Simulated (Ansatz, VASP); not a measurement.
## Ca3C in VASP and in Ansatz

```xyz
4
Lattice="4.4835 0.0000 0.0000 0.0000 4.4835 0.0000 0.0000 0.0000 4.4835" Properties=species:S:1:pos:R:3 pbc="T T T"
Ca    0.0000    2.2417    2.2417
Ca    2.2417    0.0000    2.2417
Ca    2.2417    2.2417    0.0000
C     0.0000    0.0000    0.0000
```

Alike in both runs: task relaxation of cell and atoms; functional PBE; k mesh 10 × 10 × 10; occupations gaussian, width 0.1 eV; no spin polarisation.

|  | VASP | Ansatz |
| --- | --- | --- |
| version | VASP 6.6.1 | Ansatz 0.2.0 |
| potentials or method | VASP PAW PBE potentials, release 64 (Ca_sv, C), cutoff 600 eV | scalar-relativistic, plane waves, PAW |
| valence electrons in the cell | 34 | 34 |

|  | VASP | Ansatz | Ansatz less VASP |
| --- | --- | --- | --- |
| gap on the k mesh at the Fermi level, each at its own relaxed structure (eV) | none | none | - |
| relaxed volume (Å³/atom) | 23.21 | 23.12 | -0.094 |
| relaxed cell length with the largest relative difference (Å) | 4.528 | 4.522 | -0.0061 |

A gap of «none» marks a metal or a gap that the smearing closes.
